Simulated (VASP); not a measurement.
# P in VASP: further runs

The runs below take P through single point, relaxation of cell and atoms, with PBE.

Program: VASP 6.6.1. These are calculated values, not measurements. Logs are shortened: lines on timing, memory, paths and dates and some standing lists are left out, and cuts for length are marked.

**1. The cell of the first run**

The typed cell holds 6 atoms: a = 6.079 Å, b = 6.079 Å, c = 3.541 Å, α = 90.00°, β = 90.00°, γ = 132.92°.

**2. Single point, PBE**

The input, INCAR:

```
SYSTEM = P
PREC     = Accurate       ! precision mode
ENCUT    = 520            ! plane-wave cutoff, eV
EDIFF    = 1E-6           ! SCF threshold, eV
ISMEAR   = 0              ! smearing method
SIGMA    = 0.1            ! smearing width, eV
LREAL    = .FALSE.        ! projectors in reciprocal space
LASPH    = .TRUE.         ! aspherical terms in the spheres
NELM     = 80             ! most SCF steps
ALGO     = Normal         ! electronic algorithm
ISIF     = 2              ! what is computed and relaxed
LWAVE    = .FALSE.        ! write WAVECAR
LCHARG   = .FALSE.        ! write CHGCAR
GGA      = PE             ! functional
NBANDS   = 24             ! bands
```

The input, KPOINTS:

```
Automatic mesh
0
G
  4 4 6
  0 0 0
```

The input, POSCAR:

```
P
1.0
    2.4280701904     -5.5734182207      0.0000000000
    2.4280701904      5.5734182207      0.0000000000
    0.0000000000      0.0000000000      3.5414433147
P
6
Direct
    0.1490035478      0.3509654718      0.5000000000
    0.8509964522      0.6490345282      0.5000000000
    0.3509654718      0.1490035478      0.5000000000
    0.6490345282      0.8509964522      0.5000000000
    0.0000000000      0.5000000000      0.0000000000
    0.5000000000      0.0000000000      0.0000000000
```

Potentials or basis: VASP PAW PBE potentials, release 64 (P).

Command:

```bash
> cat potpaw_PBE.64/P/POTCAR > POTCAR
> mpirun -np 1 vasp_std > vasp.out
```

OUTCAR:

```text
SYSTEM = P
   PREC = Accurate
   ENCUT = 520
   EDIFF = 1E-6
   ISMEAR = 0
   LREAL = .FALSE.
   LASPH = .TRUE.
   NELM = 80
   ISIF = 2
   GGA = PE

 ion  position               nearest neighbor table
   1  0.149  0.351  0.500-   3 2.25   5 2.43   5 2.43   4 2.43   4 2.43
   2  0.851  0.649  0.500-   4 2.25   5 2.43   5 2.43   3 2.43   3 2.43
   3  0.351  0.149  0.500-   1 2.25   6 2.43   6 2.43   2 2.43   2 2.43
   4  0.649  0.851  0.500-   2 2.25   6 2.43   6 2.43   1 2.43   1 2.43
   5  0.000  0.500  0.000-   1 2.43   2 2.43   1 2.43   2 2.43   6 2.43   6 2.43
   6  0.500  0.000  0.000-   3 2.43   4 2.43   3 2.43   4 2.43   5 2.43   5 2.43

  LATTYP: Found a base centered orthorhombic cell.
 ALAT       =     4.8561403808
 B/A-ratio  =     2.2954106692
 C/A-ratio  =     0.7292711983

  Lattice vectors:

 A1 = (   2.4280701904,  -5.5734182207,   0.0000000000)
 A2 = (   2.4280701904,   5.5734182207,   0.0000000000)
 A3 = (   0.0000000000,   0.0000000000,   3.5414433147)

Analysis of symmetry for initial positions (statically):
=====================================================================
 Subroutine PRICEL returns:
 Original cell was already a primitive cell.

 Routine SETGRP: Setting up the symmetry group for a
 base centered orthorhombic supercell.

 Subroutine GETGRP returns: Found  8 space group operations
 (whereof  8 operations were pure point group operations)
 out of a pool of  8 trial point group operations.

The static configuration has the point symmetry D_2h.

Analysis of symmetry for dynamics (positions and initial velocities):
=====================================================================
 Subroutine PRICEL returns:
 Original cell was already a primitive cell.

 Routine SETGRP: Setting up the symmetry group for a
 base centered orthorhombic supercell.

 Subroutine GETGRP returns: Found  8 space group operations
 (whereof  8 operations were pure point group operations)
 out of a pool of  8 trial point group operations.

The dynamic configuration has the point symmetry D_2h.

 Subroutine INISYM returns: Found  8 space group operations
 (whereof  8 operations are pure point group operations),
 and found     1 'primitive' translations

----------------------------------------------------------------------------------------

                                     Primitive cell

  volume of cell :      95.8502

[... 99 lines left out ...]
   NSW    =      0    number of steps for IOM
   IBRION =     -1    ionic relax: 0-MD 1-quasi-New 2-CG
   NFREE  =      0    steps in history (QN), initial steepest desc. (CG)
   ISIF   =      2    stress and relaxation
   ISYM   =      2    0-nonsym 1-usesym 2-fastsym
   POTIM  = 0.5000    time-step for ionic-motion
   TEBEG  =    0.0;   TEEND  =   0.0 temperature during run
   PSTRESS=    0.0 pullay stress
   NELECT =      30.0000    total number of electrons
   NUPDOWN=      -1.0000    fix difference up-down
   EMIN   =  10.00;   EMAX   =-10.00  energy-range for DOS
   EFERMI =   0.00;   METHOD = LEGACY
   ISMEAR =     0;   SIGMA  =   0.10  broadening in eV -4-tet -1-fermi 0-gaus
   EFERMI_NEDOS =   21; number of points for ismear=-14 and -15
   IALGO  =     38    algorithm
   IMIX   =      4    mixing-type and parameters
     AMIX     =   0.40;   BMIX     =  1.00
     AMIX_MAG =   1.60;   BMIX_MAG =  1.00
  volume/ion in A,a.u.               =      15.98       107.80
  Fermi-wavevector in a.u.,A,eV,Ry     =   1.111521  2.100469 16.809700  1.235478
  Thomas-Fermi vector in A             =   2.248085
   LORBIT       =      0    0 simple, 1 ext, 2 COOP (PROOUT), +10 PAW based schemes
   GGA     = PE    functional components
   LHFCALC =     F    Hartree Fock is set to
   AEXX    =    0.0000 exact exchange contribution
   IVDW    =     0    specifies the selected vdW correction
   LEPSILON=     F    determine dielectric tensor
   LRPA    =     F    only Hartree local field effects (RPA)
 non-spin polarized calculation
 Gauss-broadening in eV      SIGMA  =   0.10
  energy-cutoff  :      520.00
  volume of cell :       95.85
 maximum number of plane-waves:      2599
 NGX is ok and might be reduce to    48
   NGX = 23   NGY = 23   NGZ = 13

 number of electron      29.9999997 magnetization

 Free energy of the ion-electron system (eV)
  ---------------------------------------------------
  ext. energy  EPLUGINS =         0.00000000
  ---------------------------------------------------
  free energy    TOTEN  =       -31.11490534 eV

  energy without entropy =      -31.11135108  energy(sigma->0) =      -31.11312821

 E-fermi :   8.5940     XC(G=0): -10.7245

 val. band max:        8.5156228659   @ k =   0.5000   0.5000   0.3333
 cond. band min:       8.6751446561   @ k =   0.0000   0.0000   0.1667
 fundamental gap:      0.1595217902
 Fermi energy:         8.5940169185

 k-point     1 :       0.0000    0.0000    0.0000
  band No.  band energies     occupation
      1      -7.7994      2.00000
      2      -3.6225      2.00000
      3      -3.3230      2.00000
      4      -2.6930      2.00000
      5      -1.7146      2.00000
      6       0.6151      2.00000
[... 637 lines left out ...]
     23      15.6899      0.00000
     24      15.6909      0.00000

 [... further k-points ...]

------------------------ aborting loop because EDIFF is reached ----------------------------------------

  FORCE on cell =-STRESS in cart. coord.  units (eV):
  Direction    XX          YY          ZZ          XY          YZ          ZX
  --------------------------------------------------------------------------------------
  -------------------------------------------------------------------------------------
  Total       -0.3147708     -0.2662009     -0.1091577      0.0000000      0.0000000      0.0000000
  in kB       -5.2615272     -4.4496612     -1.8246168      0.0000000      0.0000000      0.0000000
  external PRESSURE =      -3.8452684 kB  Pullay stress =       0.0000000 kB

 VOLUME and BASIS-vectors are now :
 -----------------------------------------------------------------------------
  energy-cutoff  :      520.00
  volume of cell :       95.85
      direct lattice vectors                 reciprocal lattice vectors
     2.428070190 -5.573418221  0.000000000     0.205924854 -0.089711552  0.000000000
     2.428070190  5.573418221  0.000000000     0.205924854  0.089711552  0.000000000
     0.000000000  0.000000000  3.541443315     0.000000000  0.000000000  0.282370749

 POSITION                                       TOTAL-FORCE (eV/Angst)
 -----------------------------------------------------------------------------------
      1.21396      1.12562      1.77072         0.000532     -0.012694     -0.000000
      3.64218     -1.12562      1.77072        -0.000532      0.012694      0.000000
      1.21396     -1.12562      1.77072         0.000532      0.012694     -0.000000
      3.64218      1.12562      1.77072        -0.000532     -0.012694      0.000000
      1.21404      2.78671      0.00000         0.000000      0.000000      0.000000
      1.21404     -2.78671      0.00000         0.000000      0.000000      0.000000
 -----------------------------------------------------------------------------------
    total drift:                                0.000000     -0.000000     -0.000000

  FREE ENERGIE OF THE ION-ELECTRON SYSTEM (eV)
  ---------------------------------------------------
  free  energy   TOTEN  =       -31.1149053432 eV

  energy  without entropy=      -31.1113510779  energy(sigma->0) =      -31.11312821
```

OSZICAR:

```text
N       E                     dE             d eps       ncg     rms          rms(c)
DAV:   1     0.978687308912E+02    0.97869E+02   -0.12845E+04  1344   0.110E+03
DAV:   2    -0.243715079404E+02   -0.12224E+03   -0.11431E+03  1704   0.178E+02
DAV:   3    -0.310811257387E+02   -0.67096E+01   -0.65169E+01  1832   0.403E+01
DAV:   4    -0.311895359975E+02   -0.10841E+00   -0.10821E+00  1664   0.582E+00
DAV:   5    -0.311923848678E+02   -0.28489E-02   -0.28476E-02  1832   0.816E-01    0.116E+01
DAV:   6    -0.311373257953E+02    0.55059E-01   -0.37907E-02  1672   0.101E+00    0.695E+00
DAV:   7    -0.311141090480E+02    0.23217E-01   -0.68316E-02  1680   0.129E+00    0.280E-01
DAV:   8    -0.311145569677E+02   -0.44792E-03   -0.27552E-03  1720   0.288E-01    0.207E-01
DAV:   9    -0.311148561369E+02   -0.29917E-03   -0.49860E-04  1752   0.116E-01    0.594E-02
DAV:  10    -0.311149015825E+02   -0.45446E-04   -0.63577E-05  1744   0.456E-02    0.133E-02
DAV:  11    -0.311149051736E+02   -0.35911E-05   -0.11153E-05  1752   0.175E-02    0.385E-03
DAV:  12    -0.311149053432E+02   -0.16964E-06   -0.46862E-07  1208   0.365E-03
   1 F= -.31114905E+02 E0= -.31113128E+02  d E =-.355427E-02
```

It took 54 s on 1 thread of Oxide Virtual Turin-like, shared host; peak memory 0.2 GiB.

What came out:

* Free energy: -31.1149 eV
* Pressure: -0.4 GPa
* Largest force: 0.013 eV/Å
* Band gap on the k mesh: zero (band 15 reaches 9.53 eV, above the bottom of band 16 at 7.37 eV)

Forces on the atoms (eV/Å):
```
P    0.001 -0.013  0.000
P   -0.001  0.013  0.000
P    0.001  0.013  0.000
P   -0.001 -0.013  0.000
P    0.000  0.000  0.000
P    0.000  0.000  0.000
```

Stress tensor (GPa, compression positive):
```
-0.53  0.00  0.00
 0.00 -0.44  0.00
 0.00  0.00 -0.18
```

(Continued in part 2 of 2.)
